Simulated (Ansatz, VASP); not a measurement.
# I: VASP beside Ansatz

File INCAR:

```
SYSTEM = I
ALGO = Normal
EDIFF = 1E-6
ENCUT = 520
GGA = PE
ISIF = 2
ISMEAR = -1
LASPH = .True.
LCHARG = .False.
LREAL = .False.
LWAVE = .False.
NBANDS = 22
NELM = 60
PREC = Accurate
SIGMA = 0.05
```

Contents of KPOINTS:

```
k-points
0
Gamma
  8 8 4
  0 0 0
```

POSCAR

```
I
1.0
    4.4691335775     -2.3015586197      0.0000000000
    4.4691335775      2.3015586197      0.0000000000
    0.0000000000      0.0000000000      9.8759877929
I
4
Direct
    0.8427352896      0.1572647104      0.1220149726
    0.6572647104      0.3427352896      0.6220149726
    0.1572647104      0.8427352896      0.8779850274
    0.3427352896      0.6572647104      0.3779850274
```

Input for Ansatz:

```yaml
crystal:
  lattice:
    - [4.4691335775, -2.3015586197, 0.0]
    - [4.4691335775, 2.3015586197, 0.0]
    - [0.0, 0.0, 9.8759877929]
  atoms:
    - { symbol: I, position: [0.8427352896, 0.1572647104, 0.1220149726] }
    - { symbol: I, position: [0.6572647104, 0.3427352896, 0.6220149726] }
    - { symbol: I, position: [0.1572647104, 0.8427352896, 0.8779850274] }
    - { symbol: I, position: [0.3427352896, 0.6572647104, 0.3779850274] }
hamiltonian:
  xc: pbe
  pseudopotentials:
    kind: paw
    azcp:
      I: "pseudopotentials/I.paw.azcp"
basis:
  ecutwfc: 420
  fft_grid_basis: typed
kpoints:
  mp_grid: { grid: [8, 8, 4], shift: [0, 0, 0] }
magnetization:
  spin_polarized: false
scf:
  occupations: { method: fermi_dirac, width: 0.05 }
  lower_state_search: "off"
output:
  stress: true
```

Alike in both runs: task single point; functional PBE; k mesh 8 × 8 × 4; occupations fermi-dirac, width 0.05 eV; no spin polarisation.

|  | VASP | Ansatz |
| --- | --- | --- |
| version | VASP 6.6.1 | Ansatz 0.2.0 |
| potentials or method | VASP PAW PBE potentials, release 64 (I), cutoff 520 eV | plane waves (420 eV) with PAW, scalar-relativistic |
| valence electrons in the cell | 28 | 68 |

```tsv
	VASP	Ansatz	Ansatz less VASP
pressure (GPa)	0.0	0.0	+0.03
traceless stress, the component that is largest in VASP (GPa)	-0.09	-0.06	+0.030
```

VASP's potentials hold 28 valence electrons a cell and Ansatz's 68, so a difference there can come from the potentials and not from the codes.

Neither program's run includes spin-orbit coupling.
